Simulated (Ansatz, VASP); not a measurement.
Two plane-wave programs on MnZnC4N4

The input INCAR:

```
SYSTEM = MnZnC4N4
PREC     = Accurate       ! precision mode
ENCUT    = 520            ! plane-wave cutoff, eV
EDIFF    = 1E-6           ! SCF threshold, eV
ISMEAR   = 0              ! smearing method
SIGMA    = 0.1            ! smearing width, eV
LREAL    = .FALSE.        ! projectors in reciprocal space
LASPH    = .TRUE.         ! aspherical terms in the spheres
NELM     = 150            ! most SCF steps
ALGO     = Normal         ! electronic algorithm
ISIF     = 2              ! what is computed and relaxed
LWAVE    = .FALSE.        ! write WAVECAR
LCHARG   = .FALSE.        ! write CHGCAR
ISPIN    = 2              ! spin polarisation
MAGMOM   = 4.08 0 0 0 0 0 0 0 0 0 ! initial moments
LORBIT   = 11             ! projections on sites
LMAXMIX  = 4              ! l up to which the mixer works
GGA      = PE             ! functional
NBANDS   = 46             ! bands
```

Contents of KPOINTS:

```
regular mesh
0
G
  2 2 2
  0 0 0
```

POSCAR

```
MnZnC4N4
1.0
    6.0204543825      0.0000000000      0.0000000000
    0.0000000000      6.0204543825      0.0000000000
    0.0000000000      0.0000000000      6.0204543825
Mn Zn C N
1 1 4 4
Direct
    0.0000000000      0.0000000000      0.0000000000
    0.5000000000      0.5000000000      0.5000000000
    0.1996749823      0.1996749823      0.1996749823
    0.1996749823      0.8003250177      0.8003250177
    0.8003250177      0.1996749823      0.8003250177
    0.8003250177      0.8003250177      0.1996749823
    0.3114699160      0.3114699160      0.3114699160
    0.3114699160      0.6885300840      0.6885300840
    0.6885300840      0.3114699160      0.6885300840
    0.6885300840      0.6885300840      0.3114699160
```

Input for Ansatz:

```yaml
crystal:
  lattice:
    - [6.0204543825, 0.0, 0.0]
    - [0.0, 6.0204543825, 0.0]
    - [0.0, 0.0, 6.0204543825]
  atoms:
    - { symbol: Mn, position: [0.0, 0.0, 0.0], spin: 4.08 }
    - { symbol: Zn, position: [0.5, 0.5, 0.5] }
    - { symbol: C, position: [0.1996749823, 0.1996749823, 0.1996749823] }
    - { symbol: C, position: [0.1996749823, 0.8003250177, 0.8003250177] }
    - { symbol: C, position: [0.8003250177, 0.1996749823, 0.8003250177] }
    - { symbol: C, position: [0.8003250177, 0.8003250177, 0.1996749823] }
    - { symbol: "N", position: [0.311469916, 0.311469916, 0.311469916] }
    - { symbol: "N", position: [0.311469916, 0.688530084, 0.688530084] }
    - { symbol: "N", position: [0.688530084, 0.311469916, 0.688530084] }
    - { symbol: "N", position: [0.688530084, 0.688530084, 0.311469916] }
basis:
  ecutwfc: 420
kpoints:
  mp_grid: { grid: [2, 2, 2] }
hamiltonian:
  xc: pbe
scf:
  occupations: { method: gaussian, width: 0.1 }
  lower_state_search: "off"
output:
  forces: true
  stress: true
  eigenvalues: true
  populations: true
magnetization:
  spin_polarized: true
```

Alike in both runs: task single point; functional PBE; k mesh 2 × 2 × 2; occupations gaussian, width 0.1 eV; collinear spin.

```csv
,VASP,Ansatz
version,VASP 6.6.1,Ansatz 0.2.0
potentials or method,"VASP PAW PBE potentials, release 64 (Mn_pv, Zn, C, N), cutoff 520 eV","scalar-relativistic, plane waves, PAW"
valence electrons in the cell,61,63
```

|  | VASP | Ansatz | Ansatz less VASP |
| --- | --- | --- | --- |
| gap on the k mesh at the Fermi level (eV) | 2.13 | 2.13 | -0.002 |
| least direct gap on the mesh (eV) | 2.13 | 2.13 | -0.002 |
| pressure (GPa) | 0.5 | 0.0 | -0.47 |
| rms of the force components (eV/Å) | 0.192 | 0.001 | -0.1911 |
| net moment per atom (μB) | 0.50 | 0.50 | 0.000 |
| size of the moment on the site where the two differ most (μB) | 4.15 | 3.71 | -0.447 |

Site moments also hang on the region over which each program counts them. Atom by atom the forces differ by 0.192 eV/Å (rms over components). VASP's potentials hold 61 valence electrons a cell and Ansatz's 63, so a difference there can come from the potentials and not from the codes.

The k mesh is coarse, so the values compare programs but aren't converged. Noted on VASP's run: the standard files for N, O and F lose accuracy on very short bonds.
